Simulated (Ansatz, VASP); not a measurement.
**C in VASP and in Ansatz**

```
C
1.0
     0.00000    1.78000    1.78000
     1.78000    0.00000    1.78000
     1.78000    1.78000    0.00000
C
2
Direct
  0.00000 0.00000 0.00000
  0.25000 0.25000 0.25000
```

Alike in both runs: task relaxation of cell and atoms; functional LDA; k mesh 10 × 10 × 10; occupations gaussian, width 0.1 eV; no spin polarisation.

|  | VASP | Ansatz |
| --- | --- | --- |
| version | VASP 6.6.1 | Ansatz 0.2.0 |
| potentials or method | VASP PAW LDA potentials, release 64 (C), cutoff 600 eV | scalar-relativistic, plane waves, PAW |
| valence electrons in the cell | 8 | 8 |

Ansatz gave:

| Property | Result |
| --- | --- |
| gap on the k mesh at the Fermi level, each at its own relaxed structure (eV) | 4.21 |
| relaxed volume (Å³/atom) | 5.51 |
| relaxed length of the cell vector where the two differ most in proportion (Å) | 2.497 |

Task: What did VASP give for the same quantities?

Result: gap on the k mesh at the Fermi level, each at its own relaxed structure (eV): 4.20; relaxed volume (Å³/atom): 5.52; relaxed length of the cell vector where the two differ most in proportion (Å): 2.499.

Ansatz warns that its potentials were made for another functional, while VASP's fit it. LDA's correlation is that of Perdew and Zunger in VASP and of Perdew and Wang (1992) in Ansatz.
